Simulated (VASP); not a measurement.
## Ba3Os: relaxation of cell and atoms with PBE

The system is Ba3Os.

```
Ba Os
1.0
     4.97901    0.00000    0.00000
     0.00000    4.97901    0.00000
     0.00000    0.00000    4.97901
Ba Os
3 1
Direct
  0.00000 0.50000 0.50000
  0.50000 0.00000 0.50000
  0.50000 0.50000 0.00000
  0.00000 0.00000 0.00000
```

```json
{
 "Program": "VASP 6.6.1",
 "Task": "relaxation of cell and atoms",
 "Functional": "PBE",
 "Potentials or basis": "VASP PAW PBE potentials, release 64 (Ba_sv, Os)",
 "Cutoff": "600 eV",
 "k mesh": "10 × 10 × 10",
 "Occupations": "gaussian, width 0.1 eV",
 "Spin": "no spin polarisation",
 "Dipole correction": "no",
 "Further INCAR settings": "ALGO = Fast; EDIFF = 1e-07; IBRION = 2; EDIFFG = -0.01; NSW = 100; ISIF = 3"
}
```

| Item | Value |
| --- | --- |
| Relaxed volume | 35.24 Å³/atom |
| Relaxed cell | a = 5.204 Å, b = 5.204 Å, c = 5.204 Å, α = 90.00°, β = 90.00°, γ = 90.00° |
| Space group after relaxing (to 0.1 Å) | Pm-3m (No. 221) |
| Energy gained by relaxing | 52.3 meV/atom |
| Ionic steps | 3 |
| Pressure after relaxing | 0.0 GPa |
| Band gap on the k mesh | zero (bands 19 and 20 overlap by 0.98 eV) |

Step by step:
```
step  energy change (eV)  largest force (eV/Å)  pressure (GPa)  volume (Å³)
   1              0.0000                0.0000            4.39       123.43
   2             -0.2076                0.0000            0.30       139.15
   3             -0.2091                0.0000           -0.03       140.97
```

Final structure:
```
CELL_PARAMETERS angstrom
5.20449 0.00000 0.00000
0.00000 5.20449 0.00000
0.00000 0.00000 5.20449
ATOMIC_POSITIONS crystal
Ba 0.00000 0.50000 0.50000
Ba 0.50000 0.00000 0.50000
Ba 0.50000 0.50000 0.00000
Os 0.00000 0.00000 0.00000
```

Levels at points of the mesh, in eV from the Fermi level:
```tsv
k point	band 16	band 17	band 18	band 19	band 20	band 21	band 22	band 23
(0.00, 0.00, 0.00)	-1.63	-1.31	-1.31	-1.31	1.05	1.05	1.05	2.22
(0.50, 0.00, 0.00)	-0.83	-0.65	-0.30	-0.30	-0.25	0.37	0.86	0.86
(0.50, 0.50, 0.00)	-0.34	-0.34	-0.06	0.17	0.17	0.22	1.04	1.04
(0.50, 0.50, 0.50)	-1.36	-0.26	-0.26	0.71	0.71	0.71	2.37	2.37
```

Run time: 24 min on 1 thread of AMD EPYC 7R13, on a shared host, peak memory 0.4 GiB.

Caveat: spin-orbit coupling is left out, which moves the levels of the heavy elements.
